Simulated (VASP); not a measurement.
GaN (CsCl type), 2 atoms in the cell. The structure is cubic, space group Pm-3m (No. 221). Conventional cell: a = 2.570 Å, b = 2.570 Å, c = 2.570 Å, α = 90.00°, β = 90.00°, γ = 90.00°. Ga (site symmetry m-3m) has 8 N at 2.23 Å and 6 Ga at 2.57 Å within 2.9 Å. N (site symmetry m-3m) has 8 Ga at 2.23 Å and 6 N at 2.57 Å within 2.9 Å. 

```yaml
Program: VASP 6.6.1
Task: relaxation of cell and atoms
Functional: PBE
Potentials_or_basis: VASP PAW PBE potentials, release 64 (Ga_d, N)
Cutoff: 600 eV
k_mesh: 14 × 14 × 14
Occupations: fermi-dirac, width 0.08 eV
Spin: no spin polarisation
Target_pressure: 18 GPa
Dipole_correction: no
Further_INCAR_settings: ALGO = Normal; EDIFF = 1e-06; IBRION = 2; EDIFFG = -0.005; NSW = 60; ISIF = 3
```

Potentials or basis: VASP PAW PBE potentials, release 64 (Ga_d, N).

The run is started by

```sh
$ cat potpaw_PBE.64/Ga_d/POTCAR potpaw_PBE.64/N/POTCAR > POTCAR
$ mpirun -np 1 vasp_std > vasp.out
```

Hardware: 1 thread of Intel Xeon 6975P-C (shared host).

Problem. How long does it take, and how much memory?

Solution. It took 120 s on 1 thread of Intel Xeon 6975P-C, on a shared host, peak memory 0.18 GiB. Counts: scf iterations 67, k points 120, ion steps 19.
